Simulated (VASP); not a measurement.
A run of VASP 6.6.1 is set up as follows.

INCAR

```
SYSTEM = SiC
ALGO = Normal
EDIFF = 1E-6
ENCUT = 520
GGA = PE
ISIF = 2
ISMEAR = -1
LASPH = .TRUE.
LCHARG = .FALSE.
LREAL = .FALSE.
LWAVE = .FALSE.
NBANDS = 26
NELM = 60
PREC = Accurate
SIGMA = 0.02
```

KPOINTS

```
k-points
0
G
  12 12 4
  0 0 0
```

The input POSCAR:

```
SiC
1.0
    3.0940311569      0.0000000000      0.0000000000
   -1.5470155785      2.6795095819      0.0000000000
    0.0000000000      0.0000000000     10.1290649692
Si C
4 4
Direct
    0.0000000000      0.0000000000     -0.0001500102
    0.3333333333      0.6666666667      0.2499054349
    0.0000000000      0.0000000000      0.4998499898
    0.6666666667      0.3333333333      0.7499054349
    0.0000000000      0.0000000000      0.1873051258
    0.3333333333      0.6666666667      0.4379394496
    0.0000000000      0.0000000000      0.6873051258
    0.6666666667      0.3333333333      0.9379394496
```

Potentials or basis: VASP PAW PBE potentials, release 64 (Si, C).

Run with:

```sh
$ cat potpaw_PBE.64/Si/POTCAR potpaw_PBE.64/C/POTCAR > POTCAR
$ mpirun -np 1 vasp_std > vasp.out
```

**Question.** Estimate the pressure.

**Answer.** 0.0 GPa.

**Question.** What does it give for the band gap on the k mesh?

**Answer.** 2.22 eV, indirect (least direct gap 3.34 eV).

A k mesh can miss the band edges. Expect the measured gap to be larger: semilocal functionals such as PBE lack the derivative discontinuity.
